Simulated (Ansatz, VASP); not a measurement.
Two plane-wave programs on AlN

File INCAR:

```
SYSTEM = AlN
ALGO = Normal ; EDIFF = 1E-7
ENCUT = 520 ; GGA = PS
ISIF = 2 ; ISMEAR = 0
LASPH = .TRUE. ; LCHARG = .TRUE.
LELF = .TRUE. ; LREAL = .FALSE.
LVHAR = .TRUE. ; LWAVE = .FALSE.
NBANDS = 26 ; NELM = 60
PREC = Accurate ; SIGMA = 0.05
```

KPOINTS

```
k-points
0
G
  8 8 3
  0 0 0
```

The input POSCAR:

```
AlN
1.0
   -3.1135599822      0.0000000000      0.0000000000
   -1.5567799911     -2.6964220408      0.0000000000
    0.0000000000      0.0000000000      9.9667009506
Al N
4 4
Direct
    0.3333333333      0.3333333333      0.0007550585
    0.3333333333      0.3333333333      0.5007550585
    0.6666666667      0.6666666667      0.2507550585
    0.6666666667      0.6666666667      0.7507550585
    0.3333333333      0.3333333333      0.1917449415
    0.3333333333      0.3333333333      0.6917449415
    0.6666666667      0.6666666667      0.4417449415
    0.6666666667      0.6666666667      0.9417449415
```

Input for Ansatz:

```yaml
crystal:
  lattice:
    - [-3.1135599822, 0.0, 0.0]
    - [-1.5567799911, -2.6964220408, 0.0]
    - [0.0, 0.0, 9.9667009506]
  atoms:
    - { symbol: Al, position: [0.3333333333, 0.3333333333, 0.0007550585] }
    - { symbol: Al, position: [0.3333333333, 0.3333333333, 0.5007550585] }
    - { symbol: Al, position: [0.6666666667, 0.6666666667, 0.2507550585] }
    - { symbol: Al, position: [0.6666666667, 0.6666666667, 0.7507550585] }
    - { symbol: "N", position: [0.3333333333, 0.3333333333, 0.1917449415] }
    - { symbol: "N", position: [0.3333333333, 0.3333333333, 0.6917449415] }
    - { symbol: "N", position: [0.6666666667, 0.6666666667, 0.4417449415] }
    - { symbol: "N", position: [0.6666666667, 0.6666666667, 0.9417449415] }
basis:
  ecutwfc: 520.0
kpoints:
  mp_grid: { grid: [8, 8, 3] }
hamiltonian:
  xc: pbesol
  pseudopotentials: { kind: paw, azcp: { folder: soft_1 } }
scf:
  occupations: { method: gaussian, width: 0.05 }
output:
  forces: true
  stress: true
  eigenvalues: true
  write_density: true
  write_potential: true
  elf: true
  volumetric_format: npy
```

Alike in both runs: task single point; functional PBEsol; k mesh 8 × 8 × 3; occupations gaussian, width 0.05 eV; no spin polarisation.

```csv
,VASP,Ansatz
version,VASP 6.6.1,Ansatz 0.2.0
potentials or method,"VASP PAW PBE potentials, release 64 (Al, N), cutoff 520 eV","scalar-relativistic, plane waves, PAW"
valence electrons in the cell,32,32
```

|  | VASP | Ansatz | Ansatz less VASP |
| --- | --- | --- | --- |
| gap on the k mesh at the Fermi level (eV) | 4.11 | 4.10 | -0.016 |
| least direct gap on the mesh (eV) | 4.11 | 4.10 | -0.016 |
| pressure (GPa) | 0.0 | 0.0 | -0.02 |

VASP's potentials were made for PBE, not for PBEsol, and Ansatz warns of the same on its side. The functional is the same, so the differences come from potentials, cutoffs and numerics.
